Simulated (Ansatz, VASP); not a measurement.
One calculation of Ti3Ge4, two programs

```
Ti Ge
1.0
    -1.70578    1.70578    9.76286
     1.70578   -1.70578    9.76286
     1.70578    1.70578   -9.76286
Ti Ge
3 4
Direct
  0.14062 0.14062 0.00000
  0.85938 0.85938 0.00000
  0.00000 0.00000 0.00000
  0.71306 0.71306 0.00000
  0.28694 0.28694 0.00000
  0.57151 0.57151 0.00000
  0.42849 0.42849 0.00000
```

Alike in both runs: functional PBE; k mesh 7 × 7 × 7; occupations gaussian, width 0.2 eV; no spin polarisation.

Ansatz relaxed the structure, and its values are those at the end. VASP's run is a single point on that final structure, the one shown.

```csv
,VASP,Ansatz
version,VASP 6.6.1,Ansatz 0.2.0
potentials or method,"VASP PAW PBE potentials, release 64 (Ti_sv, Ge_d), cutoff 520 eV","scalar-relativistic, plane waves, PAW"
valence electrons in the cell,92,92
```

VASP gave:

```
gap on the k mesh at the Fermi level (eV) : none
pressure (GPa)                            : 0.4
rms of the force components (eV/Å)        : 0.025
```

Problem. Which values does Ansatz return?

Solution. gap on the k mesh at the Fermi level (eV): none; pressure (GPa): 0.3; rms of the force components (eV/Å): 0.024.

A gap of «none» marks a metal or a gap that the smearing closes.

The k mesh is coarse, so the values compare programs but aren't converged.
